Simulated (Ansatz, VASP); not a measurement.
# One calculation of Ge, two programs

```xyz
4
Lattice="3.9677 0.0000 0.0000 -1.9839 3.4361 0.0000 0.0000 0.0000 10.7689" Properties=species:S:1:pos:R:3 pbc="T T T"
Ge    1.9839    1.1454    4.4675
Ge    0.0000    2.2908    9.8519
Ge    0.0000    0.0000    5.1417
Ge    0.0000    0.0000   10.5261
```

Alike in both runs: task single point; functional r2SCAN; k mesh 6 × 6 × 2; occupations fermi-dirac, width 0.05 eV; no spin polarisation.

```csv
,VASP,Ansatz
version,VASP 6.6.1,Ansatz 0.2.0
potentials or method,"VASP PAW PBE potentials, release 64 (Ge_d)",Ansatz PAW
plane-wave cutoff (eV),520,500
valence electrons in the cell,56,56
```

|  | VASP | Ansatz | Ansatz less VASP |
| --- | --- | --- | --- |
| gap on the k mesh at the Fermi level (eV) | none | none | - |
| pressure (GPa) | 0.2 | 0.1 | -0.02 |
| traceless stress, the component that is largest in VASP (GPa) | -0.98 | -0.91 | +0.070 |
| rms of the force components (eV/Å) | 0.054 | 0.062 | +0.0080 |

VASP's potentials were made for PBE, not for r2SCAN. Atom by atom the forces differ by 0.008 eV/Å (rms over components). A gap of «none» marks a metal or a gap that the smearing closes.
